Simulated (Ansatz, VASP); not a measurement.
**Si7N: VASP beside Ansatz**

```
CELL_PARAMETERS angstrom
5.18954 0.00000 0.00000
0.00000 5.18954 0.00000
0.00000 0.00000 5.18954
ATOMIC_POSITIONS crystal
Si 0.22487 0.22487 0.22487
Si 0.00000 0.50000 0.50000
Si 0.50000 0.50000 0.00000
Si 0.50000 0.00000 0.50000
Si 0.77513 0.22487 0.77513
Si 0.77513 0.77513 0.22487
Si 0.22487 0.77513 0.77513
N 0.00000 0.00000 0.00000
```

Change from the starting cell: species swapped into the Si7Ge type (P-43m, No. 215).

Alike in both runs: functional PBE; k mesh 6 × 6 × 6; occupations gaussian, width 0.1 eV; no spin polarisation.

Ansatz relaxed the structure, and its values are those at the end. VASP's run is a single point on that final structure, the one shown.

|  | VASP | Ansatz |
| --- | --- | --- |
| version | VASP 6.6.1 | Ansatz 0.2.0 |
| potentials or method | VASP PAW PBE potentials, release 64 (Si, N), cutoff 520 eV | scalar-relativistic, plane waves, PAW |
| valence electrons in the cell | 33 | 33 |

|  | VASP | Ansatz | Ansatz less VASP |
| --- | --- | --- | --- |
| gap on the k mesh at the Fermi level (eV) | none | none | - |
| pressure (GPa) | -0.1 | 0.0 | +0.07 |
| rms of the force components (eV/Å) | 0.005 | 0.000 | -0.0052 |

A gap of «none» marks a metal or a gap that the smearing closes. With one functional, cell and mesh, what is left measures potentials, basis and numerics.
